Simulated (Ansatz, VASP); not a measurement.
**Two plane-wave programs on ZrO2**

```
Zr O
1.0
     0.00000    2.53202    2.53202
     2.53202    0.00000    2.53202
     2.53202    2.53202    0.00000
Zr O
1 2
Direct
  0.00000 0.00000 0.00000
  0.25000 0.25000 0.25000
  0.75000 0.75000 0.75000
```

Alike in both runs: functional PBEsol; k mesh 8 × 8 × 8; no spin polarisation.

Ansatz relaxed the structure, and its values are those at the end. VASP's run is a single point on that final structure, the one shown.

```csv
,VASP,Ansatz
version,VASP 6.6.1,Ansatz 0.2.0
potentials or method,"VASP PAW PBE potentials, release 64 (Zr_sv, O), cutoff 600 eV","scalar-relativistic, plane waves, PAW"
occupations,"gaussian, width 0.01 eV",fixed
valence electrons in the cell,24,24
```

VASP gave:

```
gap on the k mesh at the Fermi level (eV) : 3.32
least direct gap on the mesh (eV)         : 3.76
pressure (GPa)                            : 0.2
```

What did Ansatz give for the same quantities?

gap on the k mesh at the Fermi level (eV): 3.33; least direct gap on the mesh (eV): 3.76; pressure (GPa): 0.0.

VASP's potentials were made for PBE, not for PBEsol.
